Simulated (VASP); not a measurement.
Write the native input for VASP 6.6.1 that does the following.

- Task: single point
- Functional: PBE
- Potentials or basis: VASP PAW PBE potentials, release 64 (Hf_pv, Ge_d)
- Cutoff: 520 eV
- k mesh: 4 × 4 × 4
- Occupations: gaussian, width 0.1 eV
- Spin: no spin polarisation
- Dipole correction: no
- Further INCAR settings: ALGO = Normal; EDIFF = 1e-06; NBANDS = 34

The structure of HfGe3 lies in POSCAR:

```
HfGe3
1.0
    4.2523776000      0.0000000000      0.0000000000
    0.0000000000      4.2523776000      0.0000000000
    0.0000000000      0.0000000000      4.3029093900
Hf Ge
1 3
Direct
    0.0000000000      0.0000000000      0.0000000000
    0.5000000000      0.5000000000      0.0000000000
    0.0000000000      0.5000000000      0.5000000000
    0.5000000000      0.0000000000      0.5000000000
```

These files were run (other wordings do the same):

INCAR

```
PREC = Accurate
ENCUT = 520
EDIFF = 1E-6
ISMEAR = 0
SIGMA = 0.1
LREAL = False
LASPH = True
NELM = 60
ALGO = Normal
ISIF = 2
LWAVE = False
LCHARG = False
GGA = PE
NBANDS = 34
```

KPOINTS

```
regular mesh
0
Gamma
  4 4 4
```

Potentials or basis: VASP PAW PBE potentials, release 64 (Hf_pv, Ge_d).

Command:

```sh
$ cat potpaw_PBE.64/Hf_pv/POTCAR potpaw_PBE.64/Ge_d/POTCAR > POTCAR
$ mpirun -np 1 vasp_std > vasp.out
```

Results of the run:

The pressure is -5.1 GPa. The band gap on the k mesh is zero (band 26 reaches 7.37 eV, above the bottom of band 27 at 6.12 eV).

Caveat: the k points lie up to 0.37 Å⁻¹ apart; spin-orbit coupling is left out, which moves the levels of the heavy elements.

It took 22 s on 1 thread of Intel Xeon 6975P-C, on a shared host, peak memory 0.2 GiB.
